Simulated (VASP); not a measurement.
# GaH: single point with PBE

GaH:

```
Ga H
1.0
     1.37932   -5.02016    0.02531
     1.37932    5.02016    0.02531
    -0.05715    0.00000    3.55948
Ga H
2 2
Cartesian
  1.3650 -3.8095 0.9152
  1.3365 3.8095 2.6949
  1.3365 -2.9882 2.6949
  1.3650 2.9882 0.9152
```

```json
{
 "Program": "VASP 6.6.1",
 "Task": "single point",
 "Functional": "PBE",
 "Potentials or basis": "VASP PAW PBE potentials, release 64 (Ga_d, H)",
 "Cutoff": "520 eV",
 "k mesh": "14 × 14 × 10",
 "Occupations": "gaussian, width 0.1 eV",
 "Spin": "no spin polarisation",
 "Dipole correction": "no",
 "Further INCAR settings": "ALGO = Fast; EDIFF = 1e-06; NBANDS = 22"
}
```

```
Pressure               : 0.0 GPa
Largest force          : 0.008 eV/Å
Band gap on the k mesh : zero (bands 14 and 15 overlap by 3.32 eV)
```

Forces in eV/Å, atoms in the order of the input:
```
Ga   0.000 -0.008  0.000
Ga   0.000  0.008  0.000
H    0.000  0.000  0.000
H    0.000  0.000  0.000
```

Levels at points of the mesh, in eV from the Fermi level:
| k point | band 10 | band 11 | band 12 | band 13 | band 14 | band 15 | band 16 | band 17 | band 18 | band 19 |
| --- | --- | --- | --- | --- | --- | --- | --- | --- | --- | --- |
| (0.00, 0.00, 0.00) | -14.81 | -11.28 | -5.45 | -4.51 | -0.55 | 1.26 | 5.95 | 6.93 | 6.97 | 9.80 |
| (0.50, 0.00, 0.00) | -14.74 | -6.69 | -6.11 | -2.17 | -2.07 | 1.78 | 3.94 | 5.19 | 5.69 | 6.65 |
| (0.50, 0.50, 0.00) | -14.80 | -10.52 | -8.64 | -0.59 | 1.31 | 2.37 | 2.65 | 3.02 | 6.73 | 8.59 |
| (0.00, 0.00, 0.50) | -14.81 | -8.31 | -8.31 | -3.06 | -3.06 | -0.45 | -0.45 | 10.21 | 10.21 | 11.46 |
| (0.50, 0.00, 0.50) | -14.74 | -4.62 | -4.60 | -2.40 | -2.38 | 0.05 | 0.07 | 2.34 | 2.34 | 6.90 |
| (0.50, 0.50, 0.50) | -14.83 | -7.56 | -7.56 | -5.62 | -5.62 | 4.66 | 4.66 | 6.16 | 6.16 | 11.18 |

Run time: 5.2 min on 1 thread of Intel(R) Xeon(R) 6975P-C (Granite Rapids), with other jobs on the host, peak memory 0.58 GiB.
